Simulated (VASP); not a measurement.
Wanted: the native input for a VASP 6.6.1 run.

* Task: single point
* Functional: PBE
* Potentials or basis: VASP PAW PBE potentials, release 64 (Y_sv, N)
* Cutoff: 600 eV
* k mesh: 12 × 12 × 12
* Occupations: gaussian, width 0.01 eV
* Spin: no spin polarisation
* Dipole correction: no
* Further INCAR settings: ALGO = Normal; EDIFF = 1e-06; NBANDS = 15

The structure of YN lies in POSCAR:

```
YN
1.0
    0.0000000000      2.4528924323      2.4528924323
    2.4528924323      0.0000000000      2.4528924323
    2.4528924323      2.4528924323      0.0000000000
Y N
1 1
Direct
    0.0000000000      0.0000000000      0.0000000000
    0.5000000000      0.5000000000      0.5000000000
```

One way to write it, as run:

INCAR

```
PREC = Accurate
ENCUT = 600
EDIFF = 1E-6
ISMEAR = 0
SIGMA = 0.01
LREAL = False
LASPH = True
NELM = 120
ALGO = Normal
ISIF = 2
LWAVE = False
LCHARG = False
GGA = PE
NBANDS = 15
GGA_COMPAT = False
```

KPOINTS

```
Automatic mesh
0
Gamma
  12 12 12
```

Potentials or basis: VASP PAW PBE potentials, release 64 (Y_sv, N).

Command:

```console
$ cat potpaw_PBE.64/Y_sv/POTCAR potpaw_PBE.64/N/POTCAR > POTCAR
$ mpirun -np 1 vasp_std > vasp.out
```

Results of the run:

* Pressure: -0.2 GPa
* Band gap on the k mesh: 0.21 eV, indirect (least direct gap 0.60 eV)

Run time: 19 s on 1 thread of Intel(R) Xeon(R) 6975P-C (Granite Rapids), with other jobs on the host, peak memory 0.2 GiB.
